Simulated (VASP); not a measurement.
Sb, 1 atom in the cell. The structure is cubic, space group Pm-3m (No. 221). The conventional cell has a = 3.062 Å, b = 3.062 Å, c = 3.062 Å, α = 90.00°, β = 90.00°, γ = 90.00°. Sb (site symmetry m-3m) has 6 Sb at 3.06 Å within 4.0 Å. 

* Program: VASP 6.6.1
* Task: single point
* Functional: PBEsol
* Potentials or basis: VASP PAW PBE potentials, release 64 (Sb)
* Cutoff: 520 eV
* k mesh: 14 × 14 × 14
* Occupations: fermi-dirac, width 0.1 eV
* Spin: no spin polarisation
* Dipole correction: no
* Further INCAR settings: ALGO = Normal; EDIFF = 1e-06; NBANDS = 8

Potentials or basis: VASP PAW PBE potentials, release 64 (Sb).

Command:

```sh
$ cat potpaw_PBE.64/Sb/POTCAR > POTCAR
$ mpirun -np 1 vasp_std > vasp.out
```

Hardware: 1 thread of Intel(R) Xeon(R) Platinum 8259CL CPU @ 2.50GHz (Skylake/Cascade Lake) (shared host).

Question: Estimate the wall time of this run.

Answer: Run time: 9.2 s on 1 thread of Intel(R) Xeon(R) Platinum 8259CL CPU @ 2.50GHz (Skylake/Cascade Lake), on a shared host, peak memory 0.15 GiB. Counts: scf iterations 9, k points 120.
